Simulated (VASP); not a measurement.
Runs of VASP 6.6.1 on Te4W. The structure is that of space group Pm-3m (No. 221), or close to it. The cells are those of the table. 

| task | cell | k mesh | cutoff (eV) | gap on the mesh (eV) | pressure (GPa) | relaxed volume (Å³/atom) |
| --- | --- | --- | --- | --- | --- | --- |
| relaxation of cell and atoms | relaxed from a = 5.407 Å, 5 atoms | 8 × 8 × 8 | 600 | none | 0.0 | 29.65 |
| single point | a = 5.407 Å, 5 atoms | 4 × 4 × 4 | 520 | none | -3.9 | - |
| single point | a = 5.294 Å, 5 atoms | 8 × 8 × 8 | 520 | none | (a) | - |
| relaxation of cell and atoms | relaxed from a = 5.294 Å, 5 atoms | 8 × 8 × 8 | 600 | none | 0.0 | 29.64 |

Alike in all rows: level PBE; potentials or basis VASP PAW PBE potentials, release 64 (Te, W_sv); no spin polarisation; smearing gaussian 0.1 eV.

Question: Estimate the missing entries.

Answer: (a) -0.1.

Caveats: spin-orbit coupling is left out, which moves the levels of the heavy elements.

A k mesh can miss the band edges, and the runs leave out spin-orbit coupling on Te, W.

A gap of «none» marks levels without a gap at the run's occupations.
